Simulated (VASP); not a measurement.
Zr8B15 (a cell with a defect): single point with PBE

System: Zr8B15 (a cell with a defect).

```
CELL_PARAMETERS angstrom
3.19498 5.53387 0.00000
-3.19498 5.53387 0.00000
0.00000 0.00000 7.12168
ATOMIC_POSITIONS crystal
Zr 0.99787 0.00211 0.99635
Zr 0.99788 0.00210 0.50346
Zr 0.99906 0.50152 0.99742
Zr 0.99907 0.50150 0.50239
Zr 0.49965 0.00212 0.99635
Zr 0.49967 0.00210 0.50346
Zr 0.49966 0.50033 0.99635
Zr 0.49966 0.50033 0.50346
B 0.16581 0.16804 0.24991
B 0.33201 0.33504 0.24990
B 0.15847 0.18269 0.74993
B 0.32968 0.33620 0.74990
B 0.16580 0.66825 0.24989
B 0.33240 0.83484 0.24990
B 0.15847 0.66093 0.74989
B 0.68024 0.66092 0.74989
B 0.66573 0.16818 0.24990
B 0.83260 0.33503 0.24990
B 0.66573 0.16818 0.74990
B 0.83375 0.33621 0.74990
B 0.66560 0.66824 0.24990
B 0.83260 0.83445 0.24990
B 0.83375 0.83213 0.74990
```

* Program: VASP 6.6.1
* Task: single point
* Functional: PBE
* Potentials or basis: VASP PAW PBE potentials, release 64 (Zr_sv, B)
* Cutoff: 520 eV
* k mesh: 3 × 3 × 2
* Occupations: methfessel-paxton, width 0.15 eV
* Spin: no spin polarisation

* Pressure: -3.4 GPa
* Largest force: 0.040 eV/Å
* Band gap on the k mesh: zero (an odd number of electrons rules out a gap without spin polarisation)

Forces in eV/Å, atoms in the order of the input:
```
Zr  -0.001  0.000 -0.040
Zr  -0.002  0.000  0.040
Zr   0.000 -0.001 -0.032
Zr   0.000  0.000  0.033
Zr   0.000  0.001 -0.040
Zr  -0.001  0.001  0.039
Zr   0.000  0.000 -0.040
Zr   0.001 -0.001  0.038
B    0.001 -0.002 -0.001
B    0.002  0.000  0.000
B    0.023 -0.013 -0.001
B   -0.003 -0.001  0.000
B    0.001  0.001  0.000
B    0.001 -0.001  0.000
B   -0.001  0.027  0.001
B   -0.024 -0.012  0.001
B    0.001 -0.001  0.000
B    0.001 -0.002  0.000
B    0.000 -0.001  0.000
B    0.000  0.003  0.000
B   -0.001 -0.001  0.000
B   -0.001  0.000  0.000
B    0.002 -0.001  0.000
```

Stress tensor (GPa, compression positive):
```
-1.28  0.00  0.00
 0.00 -1.29  0.00
 0.00  0.00 -7.63
```

Levels at points of the mesh, in eV from the Fermi level:
```csv
k point,band 67,band 68,band 69,band 70,band 71,band 72,band 73,band 74
"(0.00, 0.00, 0.00)",-1.36,-1.36,-0.11,0.52,0.52,1.23,1.23,1.41
"(0.00, 0.00, 0.50)",-1.54,-0.58,-0.06,-0.06,0.41,0.91,1.79,1.79
```

Wall time 14 min on 1 thread of AMD EPYC 7R13, with other jobs on the host, peak memory 0.39 GiB.

Caveat: the k points lie up to 0.44 Å⁻¹ apart, too coarse for converged energies and pressures of a metal.
